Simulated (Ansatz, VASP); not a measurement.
**One calculation of Mg5Se, two programs**

```
Mg Se
1.0
     3.09285    1.78566    4.15242
    -3.09285    1.78566    4.15242
     0.00000   -3.57132    4.15242
Mg Se
5 1
Direct
  0.11916 0.11916 0.11916
  0.88084 0.88084 0.88084
  0.50000 0.50000 0.00000
  0.00000 0.50000 0.50000
  0.50000 0.00000 0.50000
  0.50000 0.50000 0.50000
```

Alike in both runs: functional PBE; k mesh 6 × 6 × 6; occupations gaussian, width 0.1 eV; no spin polarisation.

Ansatz relaxed the structure, and its values are those at the end. VASP's run is a single point on that final structure, the one shown.

|  | VASP | Ansatz |
| --- | --- | --- |
| version | VASP 6.6.1 | Ansatz 0.2.0 |
| potentials or method | VASP PAW PBE potentials, release 64 (Mg, Se), cutoff 520 eV | scalar-relativistic, plane waves, PAW |
| valence electrons in the cell | 16 | 66 |

|  | VASP | Ansatz | Ansatz less VASP |
| --- | --- | --- | --- |
| gap on the k mesh at the Fermi level (eV) | none | none | - |
| pressure (GPa) | -0.1 | 0.0 | +0.12 |

A gap of «none» marks a metal or a gap that the smearing closes. VASP's potentials hold 16 valence electrons a cell and Ansatz's 66, so a difference there can come from the potentials and not from the codes.
